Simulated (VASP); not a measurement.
# HfF (F-43m) in VASP: notebook

HfF is run at these levels: PBE; tasks: single point.

Program: VASP 6.6.1. These are calculated values, not measurements. Logs are shortened: lines on timing, memory, paths and dates and some standing lists are left out, and cuts for length are marked.

## Step 1: The cell of the first run

The structure is cubic, space group F-43m (No. 216). Conventional cell: a = 5.128 Å, b = 5.128 Å, c = 5.128 Å, α = 90.00°, β = 90.00°, γ = 90.00°. Hf (site symmetry -43m) has 4 F at 2.22 Å within 2.9 Å. Within 2.9 Å of F (site symmetry -43m) lie 4 Hf at 2.22 Å.

## Step 2: Single point, PBE

Input file INCAR:

```
SYSTEM = HfF
ALGO = Normal
EDIFF = 1E-6
ENCUT = 520
GGA = PE
ISIF = 2
ISMEAR = 0
LASPH = .TRUE.
LCHARG = .FALSE.
LREAL = .FALSE.
LWAVE = .FALSE.
NBANDS = 16
NELM = 80
PREC = Accurate
SIGMA = 0.1
```

Input file KPOINTS:

```
k-points
0
G
  6 6 6
  0 0 0
```

Input file POSCAR:

```
HfF
1.0
    0.0000000000      2.5638280042      2.5638280042
    2.5638280042      0.0000000000      2.5638280042
    2.5638280042      2.5638280042      0.0000000000
Hf F
1 1
Direct
    0.0000000000      0.0000000000      0.0000000000
    0.7500000000      0.7500000000      0.7500000000
```

Potentials or basis: VASP PAW PBE potentials, release 64 (Hf_pv, F).

Launch:

```console
> cat potpaw_PBE.64/Hf_pv/POTCAR potpaw_PBE.64/F/POTCAR > POTCAR
> mpirun -np 1 vasp_std > vasp.out
```

OUTCAR:

```text
SYSTEM = HfF
   EDIFF = 1E-6
   ENCUT = 520
   GGA = PE
   ISIF = 2
   ISMEAR = 0
   LASPH = .TRUE.
   LREAL = .FALSE.
   NELM = 80
   PREC = Accurate

 ion  position               nearest neighbor table
   1  0.000  0.000  0.000-   2 2.22   2 2.22   2 2.22   2 2.22
   2  0.750  0.750  0.750-   1 2.22   1 2.22   1 2.22   1 2.22

  LATTYP: Found a face centered cubic cell.
 ALAT       =     5.1276560084

  Lattice vectors:

 A1 = (   0.0000000000,   2.5638280042,   2.5638280042)
 A2 = (   2.5638280042,   0.0000000000,   2.5638280042)
 A3 = (   2.5638280042,   2.5638280042,   0.0000000000)

Analysis of symmetry for initial positions (statically):
=====================================================================
 Subroutine PRICEL returns:
 Original cell was already a primitive cell.

 Routine SETGRP: Setting up the symmetry group for a
 face centered cubic supercell.

 Subroutine GETGRP returns: Found 24 space group operations
 (whereof 24 operations were pure point group operations)
 out of a pool of 48 trial point group operations.

The static configuration has the point symmetry T_d .

Analysis of symmetry for dynamics (positions and initial velocities):
=====================================================================
 Subroutine PRICEL returns:
 Original cell was already a primitive cell.

 Routine SETGRP: Setting up the symmetry group for a
 face centered cubic supercell.

 Subroutine GETGRP returns: Found 24 space group operations
 (whereof 24 operations were pure point group operations)
 out of a pool of 48 trial point group operations.

The dynamic configuration has the point symmetry T_d .

 Subroutine INISYM returns: Found 24 space group operations
 (whereof 24 operations are pure point group operations),
 and found     1 'primitive' translations

----------------------------------------------------------------------------------------

                                     Primitive cell

  volume of cell :      33.7052

  direct lattice vectors                    reciprocal lattice vectors
     0.000000000  2.563828004  2.563828004    -0.195020883  0.195020883  0.195020883
     2.563828004  0.000000000  2.563828004     0.195020883 -0.195020883  0.195020883
     2.563828004  2.563828004  0.000000000     0.195020883  0.195020883 -0.195020883

  length of vectors
     3.625800335  3.625800335  3.625800335     0.337786077  0.337786077  0.337786077

  position of ions in fractional coordinates (direct lattice)
     0.000000000  0.000000000  0.000000000
     0.750000000  0.750000000  0.750000000

  ion indices of the primitive-cell ions
   primitive index   ion index
                 1           1
                 2           2

----------------------------------------------------------------------------------------

 KPOINTS: k-points

Automatic generation of k-mesh.
 Grid dimensions read from file:
 generate k-points for:    6    6    6

 Generating k-lattice:

  Cartesian coordinates                     Fractional coordinates (reciprocal lattice)
    -0.032503480  0.032503480  0.032503480     0.166666667  0.000000000  0.000000000
     0.032503480 -0.032503480  0.032503480     0.000000000  0.166666667  0.000000000
     0.032503480  0.032503480 -0.032503480     0.000000000  0.000000000  0.166666667

  Length of vectors
     0.056297680  0.056297680  0.056297680

  Shift w.r.t. Gamma in fractional coordinates (k-lattice)
     0.000000000  0.000000000  0.000000000

 Subroutine IBZKPT returns following result:
 ===========================================

 Found     16 irreducible k-points:

 Following reciprocal coordinates:
            Coordinates               Weight
  0.000000  0.000000  0.000000      1.000000
  0.166667  0.000000  0.000000      8.000000
  0.333333  0.000000  0.000000      8.000000
  0.500000  0.000000  0.000000      4.000000
  0.166667  0.166667  0.000000      6.000000
  0.333333  0.166667  0.000000     24.000000
[... 8 lines left out ...]
 -0.333333  0.333333  0.166667     24.000000
 -0.333333  0.500000  0.166667     12.000000
   k-points           NKPTS =     16   k-points in BZ     NKDIM =     16   number of bands    NBANDS=     16
   number of dos      NEDOS =    301   number of ions     NIONS =      2
   total plane-waves  NPLWV =  21952
   dimension x,y,z NGX =    28 NGY =   28 NGZ =   28
   dimension x,y,z NGXF=    56 NGYF=   56 NGZF=   56
   ions per type =               1   1
   NGX,Y,Z   is equivalent  to a cutoff of  12.84, 12.84, 12.84 a.u.
   NGXF,Y,Z  is equivalent  to a cutoff of  25.68, 25.68, 25.68 a.u.
 SYSTEM =  HfF
   PREC   = accura    normal or accurate (medium, high low for compatibility)
   ISTART =      0    job   : 0-new  1-cont  2-samecut
   ICHARG =      2    charge: 1-file 2-atom 10-const
   ISPIN  =      1    spin polarized calculation?
   LNONCOLLINEAR =      F non collinear calculations
   LSORBIT =      F    spin-orbit coupling
   LASPH  =      T    aspherical Exc in radial PAW
   ENCUT  =  520.0 eV  38.22 Ry    6.18 a.u.   6.74  6.74  6.74*2*pi/ulx,y,z
   NELM   =     80;   NELMIN=  2; NELMDL= -5     # of ELM steps
   EDIFF  = 0.1E-05   stopping-criterion for ELM
   LREAL  =      F    real-space projection
   EDIFFG = 0.1E-04   stopping-criterion for IOM
   NSW    =      0    number of steps for IOM
   IBRION =     -1    ionic relax: 0-MD 1-quasi-New 2-CG
   NFREE  =      0    steps in history (QN), initial steepest desc. (CG)
   ISIF   =      2    stress and relaxation
   ISYM   =      2    0-nonsym 1-usesym 2-fastsym
   POTIM  = 0.5000    time-step for ionic-motion
   TEBEG  =    0.0;   TEEND  =   0.0 temperature during run
   PSTRESS=    0.0 pullay stress
   NELECT =      17.0000    total number of electrons
   NUPDOWN=      -1.0000    fix difference up-down
   EMIN   =  10.00;   EMAX   =-10.00  energy-range for DOS
   EFERMI =   0.00;   METHOD = LEGACY
   ISMEAR =     0;   SIGMA  =   0.10  broadening in eV -4-tet -1-fermi 0-gaus
   EFERMI_NEDOS =   21; number of points for ismear=-14 and -15
   IALGO  =     38    algorithm
   IMIX   =      4    mixing-type and parameters
     AMIX     =   0.40;   BMIX     =  1.00
     AMIX_MAG =   1.60;   BMIX_MAG =  1.00
  volume/ion in A,a.u.               =      16.85       113.73
  Fermi-wavevector in a.u.,A,eV,Ry     =   1.303144  2.462584 23.105183  1.698183
  Thomas-Fermi vector in A             =   2.434165
   LORBIT       =      0    0 simple, 1 ext, 2 COOP (PROOUT), +10 PAW based schemes
   GGA     = PE    functional components
   LHFCALC =     F    Hartree Fock is set to
   AEXX    =    0.0000 exact exchange contribution
   IVDW    =     0    specifies the selected vdW correction
   LEPSILON=     F    determine dielectric tensor
   LRPA    =     F    only Hartree local field effects (RPA)
 non-spin polarized calculation
 Gauss-broadening in eV      SIGMA  =   0.10
  energy-cutoff  :      520.00
  volume of cell :       33.71
 maximum number of plane-waves:       934
   NGX = 13   NGY = 13   NGZ = 13

 number of electron      16.9999997 magnetization

 Free energy of the ion-electron system (eV)
  ---------------------------------------------------
  ext. energy  EPLUGINS =         0.00000000
  ---------------------------------------------------
  free energy    TOTEN  =       -14.48941562 eV

  energy without entropy =      -14.48073769  energy(sigma->0) =      -14.48507666

 E-fermi :   4.8532     XC(G=0): -10.6906

 val. band max:        4.8472912663   @ k =   0.3333   0.1667   0.0000
 cond. band min:       4.9145038208   @ k =  -0.3333   0.3333   0.0000
 fundamental gap:      0.0672125546
 Fermi energy:         4.8532400547

 k-point     1 :       0.0000    0.0000    0.0000
  band No.  band energies     occupation
      1     -27.2915      2.00000
      2     -27.2915      2.00000
      3     -27.2915      2.00000
      4     -22.5879      2.00000
      5      -4.5007      2.00000
      6      -4.5007      2.00000
[... 8 lines left out ...]
     15      16.4541      0.00000
     16      16.4541      0.00000

 k-point     2 :       0.1667    0.0000    0.0000
  band No.  band energies     occupation
      1     -27.4079      2.00000
      2     -27.3006      2.00000
      3     -27.3006      2.00000
      4     -22.4731      2.00000
      5      -4.6073      2.00000
      6      -4.4358      2.00000
[... 8 lines left out ...]
     15      16.0281      0.00000
     16      17.0675      0.00000

 k-point     3 :       0.3333    0.0000    0.0000
  band No.  band energies     occupation
      1     -27.6230      2.00000
      2     -27.3189      2.00000
      3     -27.3189      2.00000
      4     -22.2650      2.00000
      5      -4.6215      2.00000
      6      -4.3154      2.00000
[... 8 lines left out ...]
     15      16.0267      0.00000
     16      17.8924      0.00000

 k-point     4 :       0.5000    0.0000    0.0000
  band No.  band energies     occupation
      1     -27.7232      2.00000
      2     -27.3280      2.00000
      3     -27.3280      2.00000
      4     -22.1713      2.00000
      5      -4.5471      2.00000
      6      -4.2603      2.00000
[... 8 lines left out ...]
     15      16.0229      0.00000
     16      16.6643      0.00000
[... 172 lines left out ...]
 k-point    14 :       0.5000    0.3333    0.1667
  band No.  band energies     occupation
      1     -27.6773      2.00000
      2     -27.3987      2.00000
      3     -27.3495      2.00000
      4     -22.1284      2.00000
      5      -4.6886      2.00000
      6      -4.2369      2.00000
[... 8 lines left out ...]
     15      14.1670      0.00000
     16      16.0169      0.00000

 k-point    15 :      -0.3333    0.3333    0.1667
  band No.  band energies     occupation
      1     -27.7145      2.00000
      2     -27.4279      2.00000
      3     -27.3628      2.00000
      4     -22.0644      2.00000
      5      -4.4849      2.00000
      6      -4.3629      2.00000
[... 8 lines left out ...]
     15      14.2868      0.00000
     16      15.1219      0.00000

 k-point    16 :      -0.3333    0.5000    0.1667
  band No.  band energies     occupation
      1     -27.7389      2.00000
      2     -27.4206      2.00000
      3     -27.3839      2.00000
      4     -22.0334      2.00000
      5      -4.7013      2.00000
      6      -4.1743      2.00000
[... 8 lines left out ...]
     15      13.6658      0.00000
     16      13.8044      0.00000

------------------------ aborting loop because EDIFF is reached ----------------------------------------

  FORCE on cell =-STRESS in cart. coord.  units (eV):
  Direction    XX          YY          ZZ          XY          YZ          ZX
  --------------------------------------------------------------------------------------
  -------------------------------------------------------------------------------------
  Total       -0.6878464     -0.6878464     -0.6878464      0.0000000     -0.0000000      0.0000000
  in kB      -32.6968093    -32.6968093    -32.6968093      0.0000000     -0.0000000      0.0000000
  external PRESSURE =     -32.6968093 kB  Pullay stress =       0.0000000 kB

 VOLUME and BASIS-vectors are now :
 -----------------------------------------------------------------------------
  energy-cutoff  :      520.00
  volume of cell :       33.71
      direct lattice vectors                 reciprocal lattice vectors
     0.000000000  2.563828004  2.563828004    -0.195020883  0.195020883  0.195020883
     2.563828004  0.000000000  2.563828004     0.195020883 -0.195020883  0.195020883
     2.563828004  2.563828004  0.000000000     0.195020883  0.195020883 -0.195020883

 POSITION                                       TOTAL-FORCE (eV/Angst)
 -----------------------------------------------------------------------------------
      0.00000      0.00000      0.00000         0.000000     -0.000000      0.000000
      3.84574      3.84574      3.84574        -0.000000      0.000000     -0.000000
 -----------------------------------------------------------------------------------
    total drift:                                0.000000      0.000000     -0.000000

  FREE ENERGIE OF THE ION-ELECTRON SYSTEM (eV)
  ---------------------------------------------------
  free  energy   TOTEN  =       -14.4894156203 eV

  energy  without entropy=      -14.4807376939  energy(sigma->0) =      -14.48507666
```

Wall time 4.5 s (1 thread of Intel Xeon 6975P-C (Granite Rapids), shared host); peak memory 0.15 GiB.

What came out:

- Free energy: -14.4894 eV
- Pressure: -3.3 GPa

Caveat: spin-orbit coupling is left out, which moves the levels of the heavy elements; an odd number of electrons without spin polarisation forces a metal; a magnetic or distorted state may lie lower.

## Step 3: Single point, PBE

This run uses another cell than the first one, of 16.65 Å³/atom, 0.988 times its volume.

Input file INCAR:

```
SYSTEM = HfF
ALGO = Normal
EDIFF = 1E-7
ENCUT = 520
GGA = PE
ISIF = 2
ISMEAR = 0
LASPH = .TRUE.
LCHARG = .TRUE.
LELF = .TRUE.
LREAL = .FALSE.
LVHAR = .TRUE.
LWAVE = .FALSE.
NBANDS = 16
NELM = 100
PREC = Accurate
SIGMA = 0.1
```

Input file KPOINTS:

```
k-points
0
G
  18 18 18
  0 0 0
```

Input file POSCAR:

```
HfF
1.0
    0.0000000000      2.5537570516      2.5537570516
    2.5537570516      0.0000000000      2.5537570516
    2.5537570516      2.5537570516      0.0000000000
Hf F
1 1
Direct
    0.0000000000      0.0000000000      0.0000000000
    0.7500000000      0.7500000000      0.7500000000
```

Potentials or basis: VASP PAW PBE potentials, release 64 (Hf_pv, F).

Launch:

```console
> cat potpaw_PBE.64/Hf_pv/POTCAR potpaw_PBE.64/F/POTCAR > POTCAR
> mpirun -np 1 vasp_std > vasp.out
```

OUTCAR:

```text
SYSTEM = HfF
   EDIFF = 1E-7
   ENCUT = 520
   GGA = PE
   ISIF = 2
   ISMEAR = 0
   LASPH = .TRUE.
   LREAL = .FALSE.
   NELM = 100
   PREC = Accurate

 ion  position               nearest neighbor table
   1  0.000  0.000  0.000-   2 2.21   2 2.21   2 2.21   2 2.21
   2  0.750  0.750  0.750-   1 2.21   1 2.21   1 2.21   1 2.21

  LATTYP: Found a face centered cubic cell.
 ALAT       =     5.1075141032

  Lattice vectors:

 A1 = (   0.0000000000,   2.5537570516,   2.5537570516)
 A2 = (   2.5537570516,   0.0000000000,   2.5537570516)
 A3 = (   2.5537570516,   2.5537570516,   0.0000000000)

Analysis of symmetry for initial positions (statically):
=====================================================================
 Subroutine PRICEL returns:
 Original cell was already a primitive cell.

 Routine SETGRP: Setting up the symmetry group for a
 face centered cubic supercell.

 Subroutine GETGRP returns: Found 24 space group operations
 (whereof 24 operations were pure point group operations)
 out of a pool of 48 trial point group operations.

[... 156 lines left out ...]
  ext. energy  EPLUGINS =         0.00000000
  ---------------------------------------------------
  free energy    TOTEN  =       -14.50244312 eV

  energy without entropy =      -14.49615819  energy(sigma->0) =      -14.49930065

 E-fermi :   4.9783     XC(G=0): -10.7474

 val. band max:        4.9772964013   @ k =  -0.3889   0.2778   0.0556
 cond. band min:       4.9977707519   @ k =  -0.3333   0.2778   0.1111
 fundamental gap:      0.0204743506
 Fermi energy:         4.9782643795

 k-point     1 :       0.0000    0.0000    0.0000
  band No.  band energies     occupation
      1     -27.1870      2.00000
      2     -27.1870      2.00000
      3     -27.1870      2.00000
      4     -22.5591      2.00000
      5      -4.4761      2.00000
      6      -4.4761      2.00000
[... 433 lines left out ...]
      3     -27.2026      2.00000
      4     -22.3271      2.00000
      5      -4.6226      2.00000
      6      -4.3581      2.00000
[... 8 lines left out ...]
     15      16.1337      0.00000
     16      16.8919      0.00000

 [... further k-points ...]
[... 5 lines left out ...]
  --------------------------------------------------------------------------------------
  -------------------------------------------------------------------------------------
  Total       -0.4038163     -0.4038163     -0.4038163      0.0000000     -0.0000000      0.0000000
  in kB      -19.4234195    -19.4234195    -19.4234195      0.0000000     -0.0000000      0.0000000
  external PRESSURE =     -19.4234195 kB  Pullay stress =       0.0000000 kB

 VOLUME and BASIS-vectors are now :
 -----------------------------------------------------------------------------
  energy-cutoff  :      520.00
  volume of cell :       33.31
      direct lattice vectors                 reciprocal lattice vectors
     0.000000000  2.553757052  2.553757052    -0.195789964  0.195789964  0.195789964
     2.553757052  0.000000000  2.553757052     0.195789964 -0.195789964  0.195789964
     2.553757052  2.553757052  0.000000000     0.195789964  0.195789964 -0.195789964

 POSITION                                       TOTAL-FORCE (eV/Angst)
 -----------------------------------------------------------------------------------
      0.00000      0.00000      0.00000        -0.000000     -0.000000      0.000000
      3.83064      3.83064      3.83064         0.000000      0.000000     -0.000000
 -----------------------------------------------------------------------------------
    total drift:                                0.000000      0.000000     -0.000000

  FREE ENERGIE OF THE ION-ELECTRON SYSTEM (eV)
  ---------------------------------------------------
  free  energy   TOTEN  =       -14.5024431154 eV

  energy  without entropy=      -14.4961581852  energy(sigma->0) =      -14.49930065
```

OSZICAR:

```text
N       E                     dE             d eps       ncg     rms          rms(c)
DAV:   1     0.639205687432E+02    0.63921E+02   -0.88681E+03  6240   0.976E+02
DAV:   2    -0.133929992359E+02   -0.77314E+02   -0.73884E+02  8272   0.244E+02
DAV:   3    -0.157777766334E+02   -0.23848E+01   -0.23820E+01  7160   0.360E+01
DAV:   4    -0.157903056556E+02   -0.12529E-01   -0.12528E-01  8272   0.309E+00
DAV:   5    -0.157904076359E+02   -0.10198E-03   -0.10198E-03  7192   0.252E-01    0.352E+01
DAV:   6    -0.146085067421E+02    0.11819E+01   -0.24872E+00  6880   0.176E+01    0.242E+01
DAV:   7    -0.145074953043E+02    0.10101E+00   -0.43908E-01  7632   0.494E+00    0.104E+01
DAV:   8    -0.145079884348E+02   -0.49313E-03   -0.49547E-02  7424   0.150E+00    0.924E-01
DAV:   9    -0.145025011928E+02    0.54872E-02   -0.17598E-02  6976   0.975E-01    0.707E-01
DAV:  10    -0.145024472729E+02    0.53920E-04   -0.91713E-04  8064   0.276E-01    0.495E-02
DAV:  11    -0.145024418450E+02    0.54280E-05   -0.38324E-05  7328   0.568E-02    0.295E-02
DAV:  12    -0.145024430819E+02   -0.12370E-05   -0.34839E-06  7856   0.182E-02    0.395E-03
DAV:  13    -0.145024431154E+02   -0.33421E-07   -0.25609E-07  7536   0.394E-03
   1 F= -.14502443E+02 E0= -.14499301E+02  d E =-.628493E-02
```

stdout:

```text
POSCAR found type information on POSCAR HfF
 POSCAR found :  2 types and       2 ions
 scaLAPACK will be used
 LDA part: xc-table for (Slater+PW92), standard interpolation
 POSCAR, INCAR and KPOINTS ok, starting setup
 FFT: planning ... GRIDC
 FFT: planning ... GRID_SOFT
 FFT: planning ... GRID
 WAVECAR not read
 entering main loop
```

Run time: 38 s. Hardware: 1 thread of Intel Xeon 6975P-C (Granite Rapids), shared host; peak memory 0.23 GiB.

Results:

```yaml
Free_energy: -14.5024 eV
Pressure: -1.9 GPa
```

Levels at points of the mesh, in eV from the Fermi level:
```
           k point  band 5  band 6  band 7  band 8  band 9  band 10  band 11  band 12
(0.00, 0.00, 0.00)   -9.45   -9.45   -9.45   -3.99    1.55     1.55     2.94     2.94
(0.50, 0.00, 0.00)   -9.49   -9.21   -9.21   -0.89    1.23     1.23     1.81     3.34
(0.50, 0.50, 0.00)   -9.93   -8.86   -8.86   -1.30   -0.62     2.93     3.51     3.51
```

Caveat: spin-orbit coupling is left out, which moves the levels of the heavy elements; an odd number of electrons without spin polarisation forces a metal; a magnetic or distorted state may lie lower.
